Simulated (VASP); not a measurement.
# GaN (F-43m) in VASP: further runs

The runs below take GaN through single point, with r2SCAN.

Program: VASP 6.6.1. These are calculated values, not measurements. Logs are shortened: lines on timing, memory, paths and dates and some standing lists are left out, and cuts for length are marked.

## Step 1: The cell of the first run

The structure is cubic, space group F-43m (No. 216). The conventional cell has a = 4.452 Å, b = 4.452 Å, c = 4.452 Å, α = 90.00°, β = 90.00°, γ = 90.00°. Within 2.6 Å of Ga (site symmetry -43m) lie 4 N at 1.93 Å. Within 2.6 Å of N (site symmetry -43m) lie 4 Ga at 1.93 Å.

## Step 2: Single point, r2SCAN (11.03 Å³/atom)

Input file POSCAR:

```
GaN
1.0
    0.0000000000      2.2262343911      2.2262343911
    2.2262343911      0.0000000000      2.2262343911
    2.2262343911      2.2262343911      0.0000000000
Ga N
1 1
Direct
    0.0000000000      0.0000000000      0.0000000000
    0.7500000000      0.7500000000      0.7500000000
```

Input file INCAR.step1:

```
SYSTEM = GaN
PREC = Accurate
ENCUT = 1460
ISMEAR = 0
SIGMA = 0.01
LREAL = .False.
LASPH = .True.
NELM = 120
NBANDS = 16
GGA = PE
ALGO = Normal
EDIFF = 1E-5
LWAVE = .True.
LCHARG = .False.
GGA_COMPAT = .False.
```

Input file INCAR.step2:

```
SYSTEM = GaN
PREC = Accurate
ENCUT = 1460
EDIFF = 1E-6
ISMEAR = 0
SIGMA = 0.01
LREAL = .False.
LASPH = .True.
NELM = 120
ALGO = Normal
ISIF = 2
LWAVE = .False.
LCHARG = .True.
METAGGA = R2SCAN
LMIXTAU = .True.
LELF = .True.
LVHAR = .True.
NBANDS = 16
ISTART = 1
GGA_COMPAT = .False.
```

Input file KPOINTS:

```
regular mesh
0
Gamma
  8 8 8
  0 0 0
```

Potentials or basis: VASP PAW PBE potentials, release 64 (Ga_d, N_h).

The run is started by

```bash
$ cat potpaw_PBE.64/Ga_d/POTCAR potpaw_PBE.64/N_h/POTCAR > POTCAR
$ cp INCAR.step1 INCAR
$ mpirun -np 1 vasp_std > vasp.out
$ cp INCAR.step2 INCAR
$ mpirun -np 1 vasp_std > vasp.out
```

OUTCAR:

```text
SYSTEM = GaN
   PREC = Accurate
   ENCUT = 1460
   EDIFF = 1E-6
   ISMEAR = 0
   LREAL = .False.
   LASPH = .True.
   NELM = 120
   ISIF = 2
   METAGGA = R2SCAN
   ISTART = 1

 ion  position               nearest neighbor table
   1  0.000  0.000  0.000-   2 1.93   2 1.93   2 1.93   2 1.93
   2  0.750  0.750  0.750-   1 1.93   1 1.93   1 1.93   1 1.93

  LATTYP: Found a face centered cubic cell.
 ALAT       =     4.4524687822

  Lattice vectors:

 A1 = (   0.0000000000,   2.2262343911,   2.2262343911)
 A2 = (   2.2262343911,   0.0000000000,   2.2262343911)
 A3 = (   2.2262343911,   2.2262343911,   0.0000000000)

Analysis of symmetry for initial positions (statically):
=====================================================================
 Subroutine PRICEL returns:
 Original cell was already a primitive cell.

 Routine SETGRP: Setting up the symmetry group for a
 face centered cubic supercell.

 Subroutine GETGRP returns: Found 24 space group operations
 (whereof 24 operations were pure point group operations)
 out of a pool of 48 trial point group operations.

The static configuration has the point symmetry T_d .

Analysis of symmetry for dynamics (positions and initial velocities):
=====================================================================
 Subroutine PRICEL returns:
 Original cell was already a primitive cell.

 Routine SETGRP: Setting up the symmetry group for a
 face centered cubic supercell.

 Subroutine GETGRP returns: Found 24 space group operations
 (whereof 24 operations were pure point group operations)
 out of a pool of 48 trial point group operations.

The dynamic configuration has the point symmetry T_d .

 Subroutine INISYM returns: Found 24 space group operations
 (whereof 24 operations are pure point group operations),
 and found     1 'primitive' translations

----------------------------------------------------------------------------------------

                                     Primitive cell

  volume of cell :      22.0670

  direct lattice vectors                    reciprocal lattice vectors
     0.000000000  2.226234391  2.226234391    -0.224594500  0.224594500  0.224594500
     2.226234391  0.000000000  2.226234391     0.224594500 -0.224594500  0.224594500
     2.226234391  2.226234391  0.000000000     0.224594500  0.224594500 -0.224594500

  length of vectors
     3.148370869  3.148370869  3.148370869     0.389009085  0.389009085  0.389009085
[... 80 lines left out ...]
   NELM   =    120;   NELMIN=  2; NELMDL=  0     # of ELM steps
   EDIFF  = 0.1E-05   stopping-criterion for ELM
   LREAL  =      F    real-space projection
   EDIFFG = 0.1E-04   stopping-criterion for IOM
   NSW    =      0    number of steps for IOM
   IBRION =     -1    ionic relax: 0-MD 1-quasi-New 2-CG
   NFREE  =      0    steps in history (QN), initial steepest desc. (CG)
   ISIF   =      2    stress and relaxation
   ISYM   =      2    0-nonsym 1-usesym 2-fastsym
   POTIM  = 0.5000    time-step for ionic-motion
   TEBEG  =    0.0;   TEEND  =   0.0 temperature during run
   PSTRESS=    0.0 pullay stress
   NELECT =      18.0000    total number of electrons
   NUPDOWN=      -1.0000    fix difference up-down
   EMIN   =  10.00;   EMAX   =-10.00  energy-range for DOS
   EFERMI =   0.00;   METHOD = LEGACY
   ISMEAR =     0;   SIGMA  =   0.01  broadening in eV -4-tet -1-fermi 0-gaus
   EFERMI_NEDOS =   21; number of points for ismear=-14 and -15
   IALGO  =     38    algorithm
   IMIX   =      4    mixing-type and parameters
     AMIX     =   0.40;   BMIX     =  1.00
     AMIX_MAG =   1.60;   BMIX_MAG =  1.00
  volume/ion in A,a.u.               =      11.03        74.46
  Fermi-wavevector in a.u.,A,eV,Ry     =   1.529624  2.890571 31.834239  2.339751
  Thomas-Fermi vector in A             =   2.637220
   LORBIT       =      0    0 simple, 1 ext, 2 COOP (PROOUT), +10 PAW based schemes
   METAGGA = R2SCAN    functional components
   LHFCALC =     F    Hartree Fock is set to
   AEXX    =    0.0000 exact exchange contribution
   IVDW    =     0    specifies the selected vdW correction
   LEPSILON=     F    determine dielectric tensor
   LRPA    =     F    only Hartree local field effects (RPA)
 non-spin polarized calculation
 Gauss-broadening in eV      SIGMA  =   0.01
  energy-cutoff  :     1460.00
  volume of cell :       22.07
 maximum number of plane-waves:      2826
   NGX = 19   NGY = 19   NGZ = 19

 number of electron      18.0000001 magnetization

 Free energy of the ion-electron system (eV)
  ---------------------------------------------------
  ext. energy  EPLUGINS =         0.00000000
  ---------------------------------------------------
  free energy    TOTEN  =       -21.88163218 eV

  energy without entropy =      -21.88163218  energy(sigma->0) =      -21.88163218

 E-fermi :   5.8598     XC(G=0): -12.8435

 val. band max:        5.7280470480   @ k =   0.0000   0.0000   0.0000
 cond. band min:       8.0889047560   @ k =   0.0000   0.0000   0.0000
 fundamental gap:      2.3608577080
 Fermi energy:         5.8597855796

 k-point     1 :       0.0000    0.0000    0.0000
  band No.  band energies     occupation
      1     -11.3261      2.00000
      2      -8.1367      2.00000
      3      -8.1367      2.00000
      4      -8.1367      2.00000
      5      -7.7445      2.00000
      6      -7.7445      2.00000
[... 433 lines left out ...]
      3      -7.9393      2.00000
      4      -7.7709      2.00000
      5      -7.7100      2.00000
      6      -6.3077      2.00000
[... 8 lines left out ...]
     15      25.8164      0.00000
     16      28.2774      0.00000

 [... further k-points ...]

------------------------ aborting loop because EDIFF is reached ----------------------------------------

  FORCE on cell =-STRESS in cart. coord.  units (eV):
  Direction    XX          YY          ZZ          XY          YZ          ZX
  --------------------------------------------------------------------------------------
  -------------------------------------------------------------------------------------
  Total        1.0245484      1.0245484      1.0245484     -0.0000000      0.0000000      0.0000000
  in kB       74.3875749     74.3875749     74.3875749     -0.0000000      0.0000000      0.0000000
  external PRESSURE =      74.3875749 kB  Pullay stress =       0.0000000 kB

 VOLUME and BASIS-vectors are now :
 -----------------------------------------------------------------------------
  energy-cutoff  :     1460.00
  volume of cell :       22.07
      direct lattice vectors                 reciprocal lattice vectors
     0.000000000  2.226234391  2.226234391    -0.224594500  0.224594500  0.224594500
     2.226234391  0.000000000  2.226234391     0.224594500 -0.224594500  0.224594500
     2.226234391  2.226234391  0.000000000     0.224594500  0.224594500 -0.224594500

 POSITION                                       TOTAL-FORCE (eV/Angst)
 -----------------------------------------------------------------------------------
      0.00000      0.00000      0.00000        -0.000000     -0.000000     -0.000000
      3.33935      3.33935      3.33935         0.000000      0.000000      0.000000
 -----------------------------------------------------------------------------------
    total drift:                                0.000000      0.000000      0.000000

  FREE ENERGIE OF THE ION-ELECTRON SYSTEM (eV)
  ---------------------------------------------------
  free  energy   TOTEN  =       -21.8816321781 eV

  energy  without entropy=      -21.8816321781  energy(sigma->0) =      -21.88163218
```

It took 2 min on 1 thread of Intel Xeon Platinum 8488C (Sapphire Rapids), shared host; peak memory 0.29 GiB.

Results:

```yaml
Free_energy: -21.8816 eV
Pressure: 7.4 GPa
Band_gap_on_the_k_mesh: 2.36 eV
```

Levels at points of the mesh, in eV from the valence-band top:
```csv
k point,band 6,band 7,band 8,band 9,band 10,band 11,band 12,band 13
"(0.00, 0.00, 0.00)",-13.47,0.00,0.00,0.00,2.36,11.25,11.25,11.25
"(0.50, 0.00, 0.00)",-12.34,-7.40,-1.04,-1.04,5.42,9.63,11.20,11.20
"(0.50, 0.50, 0.00)",-11.96,-6.37,-2.92,-2.92,3.78,7.47,12.86,15.35
```

Caveat: the cell stands under pressure; the PAW data sets were made with another functional, which shifts forces and pressure a little.

## Step 3: Single point, r2SCAN (10.69 Å³/atom)

This run uses another cell than the first one, of 10.69 Å³/atom.

Input file POSCAR:

```
GaN
1.0
    0.0000000000      2.2030427630      2.2030427630
    2.2030427630      0.0000000000      2.2030427630
    2.2030427630      2.2030427630      0.0000000000
Ga N
1 1
Direct
    0.0000000000      0.0000000000      0.0000000000
    0.7500000000      0.7500000000      0.7500000000
```

Input file INCAR.step1:

```
SYSTEM = GaN
PREC     = Accurate       ! precision mode
ENCUT    = 1460           ! plane-wave cutoff, eV
ISMEAR   = 0              ! smearing method
SIGMA    = 0.01           ! smearing width, eV
LREAL    = .FALSE.        ! projectors in reciprocal space
LASPH    = .TRUE.         ! aspherical terms in the spheres
NELM     = 120            ! most SCF steps
NBANDS   = 16             ! bands
GGA      = PE             ! functional
ALGO     = Normal         ! electronic algorithm
EDIFF    = 1E-5           ! SCF threshold, eV
LWAVE    = .TRUE.         ! write WAVECAR
LCHARG   = .FALSE.        ! write CHGCAR
GGA_COMPAT= .FALSE.
```

Input file INCAR.step2:

```
SYSTEM = GaN
PREC     = Accurate       ! precision mode
ENCUT    = 1460           ! plane-wave cutoff, eV
EDIFF    = 1E-6           ! SCF threshold, eV
ISMEAR   = 0              ! smearing method
SIGMA    = 0.01           ! smearing width, eV
LREAL    = .FALSE.        ! projectors in reciprocal space
LASPH    = .TRUE.         ! aspherical terms in the spheres
NELM     = 120            ! most SCF steps
ALGO     = Normal         ! electronic algorithm
ISIF     = 2              ! what is computed and relaxed
LWAVE    = .FALSE.        ! write WAVECAR
LCHARG   = .TRUE.         ! write CHGCAR
METAGGA  = R2SCAN         ! meta-GGA
LMIXTAU  = .TRUE.       
LELF     = .TRUE.         ! ELF
LVHAR    = .TRUE.       
NBANDS   = 16             ! bands
ISTART   = 1            
GGA_COMPAT= .FALSE.
```

Input file KPOINTS:

```
regular mesh
0
G
  8 8 8
  0 0 0
```

Potentials or basis: VASP PAW PBE potentials, release 64 (Ga_d, N_h).

The run is started by

```bash
$ cat potpaw_PBE.64/Ga_d/POTCAR potpaw_PBE.64/N_h/POTCAR > POTCAR
$ cp INCAR.step1 INCAR
$ mpirun -np 1 vasp_std > vasp.out
$ cp INCAR.step2 INCAR
$ mpirun -np 1 vasp_std > vasp.out
```

OUTCAR:

```text
SYSTEM = GaN
   PREC = Accurate
   ENCUT = 1460
   EDIFF = 1E-6
   ISMEAR = 0
   LREAL = .FALSE.
   LASPH = .TRUE.
   NELM = 120
   ISIF = 2
   METAGGA = R2SCAN
   ISTART = 1

 ion  position               nearest neighbor table
   1  0.000  0.000  0.000-   2 1.91   2 1.91   2 1.91   2 1.91
   2  0.750  0.750  0.750-   1 1.91   1 1.91   1 1.91   1 1.91

  LATTYP: Found a face centered cubic cell.
 ALAT       =     4.4060855260

  Lattice vectors:

 A1 = (   0.0000000000,   2.2030427630,   2.2030427630)
 A2 = (   2.2030427630,   0.0000000000,   2.2030427630)
 A3 = (   2.2030427630,   2.2030427630,   0.0000000000)

Analysis of symmetry for initial positions (statically):
=====================================================================
 Subroutine PRICEL returns:
 Original cell was already a primitive cell.

 Routine SETGRP: Setting up the symmetry group for a
 face centered cubic supercell.

 Subroutine GETGRP returns: Found 24 space group operations
 (whereof 24 operations were pure point group operations)
 out of a pool of 48 trial point group operations.

The static configuration has the point symmetry T_d .

Analysis of symmetry for dynamics (positions and initial velocities):
=====================================================================
 Subroutine PRICEL returns:
 Original cell was already a primitive cell.

 Routine SETGRP: Setting up the symmetry group for a
 face centered cubic supercell.

 Subroutine GETGRP returns: Found 24 space group operations
 (whereof 24 operations were pure point group operations)
 out of a pool of 48 trial point group operations.

The dynamic configuration has the point symmetry T_d .

 Subroutine INISYM returns: Found 24 space group operations
 (whereof 24 operations are pure point group operations),
 and found     1 'primitive' translations

----------------------------------------------------------------------------------------

[... 111 lines left out ...]
     AMIX     =   0.40;   BMIX     =  1.00
     AMIX_MAG =   1.60;   BMIX_MAG =  1.00
  volume/ion in A,a.u.               =      10.69        72.15
  Fermi-wavevector in a.u.,A,eV,Ry     =   1.545727  2.921000 32.508011  2.389271
  Thomas-Fermi vector in A             =   2.651064
   LORBIT       =      0    0 simple, 1 ext, 2 COOP (PROOUT), +10 PAW based schemes
   METAGGA = R2SCAN    functional components
   LHFCALC =     F    Hartree Fock is set to
   AEXX    =    0.0000 exact exchange contribution
   IVDW    =     0    specifies the selected vdW correction
   LEPSILON=     F    determine dielectric tensor
   LRPA    =     F    only Hartree local field effects (RPA)
 non-spin polarized calculation
 Gauss-broadening in eV      SIGMA  =   0.01
  energy-cutoff  :     1460.00
  volume of cell :       21.38
 maximum number of plane-waves:      2733
   NGX = 19   NGY = 19   NGZ = 19

 number of electron      18.0000001 magnetization

 Free energy of the ion-electron system (eV)
  ---------------------------------------------------
  ext. energy  EPLUGINS =         0.00000000
  ---------------------------------------------------
  free energy    TOTEN  =       -21.83341595 eV

  energy without entropy =      -21.83341595  energy(sigma->0) =      -21.83341595

 E-fermi :   6.1715     XC(G=0): -13.0324

 val. band max:        6.0992521630   @ k =   0.0000   0.0000   0.0000
 cond. band min:       8.6696381153   @ k =   0.0000   0.0000   0.0000
 fundamental gap:      2.5703859522
 Fermi energy:         6.1715361028

 k-point     1 :       0.0000    0.0000    0.0000
  band No.  band energies     occupation
      1     -11.2442      2.00000
      2      -7.8040      2.00000
      3      -7.8040      2.00000
      4      -7.8040      2.00000
      5      -7.3730      2.00000
      6      -7.3730      2.00000
[... 433 lines left out ...]
      3      -7.5886      2.00000
      4      -7.4038      2.00000
      5      -7.3359      2.00000
      6      -5.9145      2.00000
[... 8 lines left out ...]
     15      26.5129      0.00000
     16      29.0655      0.00000

 [... further k-points ...]

------------------------ aborting loop because EDIFF is reached ----------------------------------------

  FORCE on cell =-STRESS in cart. coord.  units (eV):
  Direction    XX          YY          ZZ          XY          YZ          ZX
  --------------------------------------------------------------------------------------
  -------------------------------------------------------------------------------------
  Total        2.0044858      2.0044858      2.0044858     -0.0000000      0.0000000     -0.0000000
  in kB      150.1809267    150.1809267    150.1809267     -0.0000000      0.0000000     -0.0000000
  external PRESSURE =     150.1809267 kB  Pullay stress =       0.0000000 kB

 VOLUME and BASIS-vectors are now :
 -----------------------------------------------------------------------------
  energy-cutoff  :     1460.00
  volume of cell :       21.38
      direct lattice vectors                 reciprocal lattice vectors
     0.000000000  2.203042763  2.203042763    -0.226958826  0.226958826  0.226958826
     2.203042763  0.000000000  2.203042763     0.226958826 -0.226958826  0.226958826
     2.203042763  2.203042763  0.000000000     0.226958826  0.226958826 -0.226958826

 POSITION                                       TOTAL-FORCE (eV/Angst)
 -----------------------------------------------------------------------------------
      0.00000      0.00000      0.00000         0.000000      0.000000      0.000000
      3.30456      3.30456      3.30456        -0.000000     -0.000000     -0.000000
 -----------------------------------------------------------------------------------
    total drift:                                0.000000      0.000000      0.000000

  FREE ENERGIE OF THE ION-ELECTRON SYSTEM (eV)
  ---------------------------------------------------
  free  energy   TOTEN  =       -21.8334159525 eV

  energy  without entropy=      -21.8334159525  energy(sigma->0) =      -21.83341595
```

Run time: 2.1 min. Hardware: 1 thread of Intel Xeon Platinum 8259CL at 2.50GHz (Skylake/Cascade Lake), shared host; peak memory 0.29 GiB.

Results:

| Quantity | Value |
| --- | --- |
| Free energy | -21.8334 eV |
| Pressure | 15.0 GPa |
| Band gap on the k mesh | 2.57 eV |

Caveat: the cell stands under pressure; the PAW data sets were made with another functional, which shifts forces and pressure a little.
